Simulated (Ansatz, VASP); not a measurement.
One calculation of MgO, two programs

```xyz
2
Lattice="0.0000 2.1056 2.1056 2.1056 0.0000 2.1056 2.1056 2.1056 0.0000" Properties=species:S:1:pos:R:3 pbc="T T T"
Mg    0.0000    0.0000    0.0000
O     2.1056    2.1056    2.1056
```

Alike in both runs: task single point; functional PBE; k mesh 10 × 10 × 10; occupations gaussian, width 0.02 eV; no spin polarisation.

|  | VASP | Ansatz |
| --- | --- | --- |
| version | VASP 6.6.1 | Ansatz 0.2.0 |
| potentials or method | VASP PAW PBE potentials, release 64 (Mg, O), cutoff 600 eV | scalar-relativistic, all-electron LAPW |

|  | VASP | Ansatz | Ansatz less VASP |
| --- | --- | --- | --- |
| gap on the k mesh at the Fermi level (eV) | 4.73 | 4.74 | +0.010 |
| least direct gap on the mesh (eV) | 4.73 | 4.74 | +0.010 |
| pressure (GPa) | 3.8 | 4.8 | +1.05 |

Ansatz ran all-electron here, and VASP with PAW potentials.
